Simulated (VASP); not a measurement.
## Ni: single point with PBE

Ni:

```
CELL_PARAMETERS angstrom
0.00000 2.41361 2.41361
2.41361 0.00000 2.41361
2.41361 2.41361 0.00000
ATOMIC_POSITIONS crystal
Ni 0.00000 0.00000 0.00000
Ni 0.50000 0.50000 0.50000
```

This isn't the form of Ni at room conditions, which is fcc.

| Quantity | Value |
| --- | --- |
| Program | VASP 6.6.1 |
| Task | single point |
| Functional | PBE |
| Potentials or basis | VASP PAW PBE potentials, release 64 (Ni) |
| Cutoff | 520 eV |
| k mesh | 19 × 19 × 19 |
| Occupations | fermi-dirac, width 0.05 eV |
| Spin | collinear spin, ferromagnetic start |
| Starting moments | [-0.569, -0.569] μB |
| Dipole correction | no |
| Further INCAR settings | ALGO = Normal; EDIFF = 1e-06; NBANDS = 21 |

```json
{
 "Pressure": "-11.0 GPa",
 "Net moment": "-1.48 μB per cell",
 "Site moments": "Ni -0.75 μB",
 "Valence electrons inside the program's atomic spheres": "Ni 9.10"
}
```

Levels at points of the mesh, in eV from the Fermi level:
Spin up:
```
           k point  band 6  band 7  band 8  band 9  band 10  band 11  band 12  band 13
(0.00, 0.00, 0.00)   -2.30    0.28    0.28    0.28     0.93     0.93    10.85    10.85
```
Spin down:
```
           k point  band 8  band 9  band 10  band 11  band 12  band 13  band 14  band 15
(0.00, 0.00, 0.00)   -0.57   -0.57     0.10     0.10    10.74    10.74    10.74    13.50
```

Wall time 2.1 min on 1 thread of AMD EPYC 9R45 96-Core Processor (Zen 5), on a shared host, peak memory 0.27 GiB.

Caveat: the cell stands under tension.
